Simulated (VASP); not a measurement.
The system is CoOs.

```
CELL_PARAMETERS angstrom
2.67127 0.00000 0.00000
-1.33564 2.31339 0.00000
0.00000 0.00000 4.11656
ATOMIC_POSITIONS crystal
Co 0.66667 0.33333 0.50000
Os 0.33333 0.66667 0.00000
```

Base run:

```yaml
Program: VASP 6.6.1
Functional: PBEsol
Potentials_or_basis: VASP PAW PBE potentials, release 64 (Co, Os)
Cutoff: 520 eV
k_mesh: 8 × 8 × 5
Occupations: fermi-dirac, width 0.1 eV
Spin: collinear spin, ferromagnetic start
Starting_moments: "[1.8, 0.0] μB"
```

Its results: pressure -13.3 GPa; net moment 0.68 μB per cell; site moments Co +0.72; Os -0.04 μB.

Q: The run is repeated on the same cell with these changes: k mesh from 8 × 8 × 5 to 3 × 3 × 2. What comes out?

A: Pressure -5.7 GPa; net moment 0.92 μB per cell; site moments Co +0.84; Os +0.09 μB.

Caveats: some runs use coarse meshes; the PAW data sets were made with another functional, which shifts forces and pressure a little.
